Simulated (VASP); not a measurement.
Wanted: the native input for a VASP 6.6.1 run.

```
Task                   : single point
Functional             : r2SCAN
Potentials or basis    : VASP PAW PBE potentials, release 64 (Sn_d, Te)
Cutoff                 : 520 eV
k mesh                 : 14 × 14 × 14
Occupations            : gaussian, width 0.15 eV
Spin                   : no spin polarisation
Dipole correction      : no
Further INCAR settings : ALGO = Normal; EDIFF = 1e-06; NBANDS = 17
```

Crystal: SnTe.

```xyz
2
Lattice="0.0000 3.0302 3.1565 3.0302 0.0000 3.1565 3.0302 3.0302 0.0000" Properties=species:S:1:pos:R:3 pbc="T T T"
Sn    0.0000    0.0000    0.0000
Te    3.0302    3.0302    3.1565
```

This cell differs from its parent crystal: strain -0.0400 x Voigt [1, 1, 0, 0, 0, 0].

The input as run:

POSCAR

```
SnTe
1.0
    0.0000000000      3.0302400000      3.1565000000
    3.0302400000      0.0000000000      3.1565000000
    3.0302400000      3.0302400000      0.0000000000
Sn Te
1 1
Direct
    0.0000000000      0.0000000000      0.0000000000
    0.5000000000      0.5000000000      0.5000000000
```

INCAR.step1

```
SYSTEM = SnTe
  PREC = Accurate
  ENCUT = 520
  ISMEAR = 0
  SIGMA = 0.15
  LREAL = .FALSE.
  LASPH = .TRUE.
  NELM = 100
  NBANDS = 17
  GGA = PE
  ALGO = Normal
  EDIFF = 1E-4
  LWAVE = .TRUE.
  LCHARG = .FALSE.
```

INCAR.step2

```
SYSTEM = SnTe
  PREC = Accurate
  ENCUT = 520
  EDIFF = 1E-6
  ISMEAR = 0
  SIGMA = 0.15
  LREAL = .FALSE.
  LASPH = .TRUE.
  NELM = 100
  ALGO = Normal
  ISIF = 2
  LWAVE = .FALSE.
  LCHARG = .FALSE.
  METAGGA = R2SCAN
  LMIXTAU = .TRUE.
  NBANDS = 17
  ISTART = 1
```

KPOINTS

```
Automatic mesh
0
G
  14 14 14
  0 0 0
```

Potentials or basis: VASP PAW PBE potentials, release 64 (Sn_d, Te).

Launch:

```sh
$ cat potpaw_PBE.64/Sn_d/POTCAR potpaw_PBE.64/Te/POTCAR > POTCAR
$ cp INCAR.step1 INCAR
$ mpirun -np 1 vasp_std > vasp.out
$ cp INCAR.step2 INCAR
$ mpirun -np 1 vasp_std > vasp.out
```

It gave:

```
Pressure               : 6.3 GPa
Band gap on the k mesh : 0.09 eV, indirect (least direct gap 0.27 eV)
```

Caveat: the cell differs from its parent crystal (strain -0.0400 x Voigt [1, 1, 0, 0, 0, 0]); the PAW data sets were made with another functional, which shifts forces and pressure a little; spin-orbit coupling is left out, which moves the levels of the heavy elements.

Run time: 19 min on 1 thread of Oxide Virtual Turin-like Processor, with other jobs on the host, peak memory 0.35 GiB.
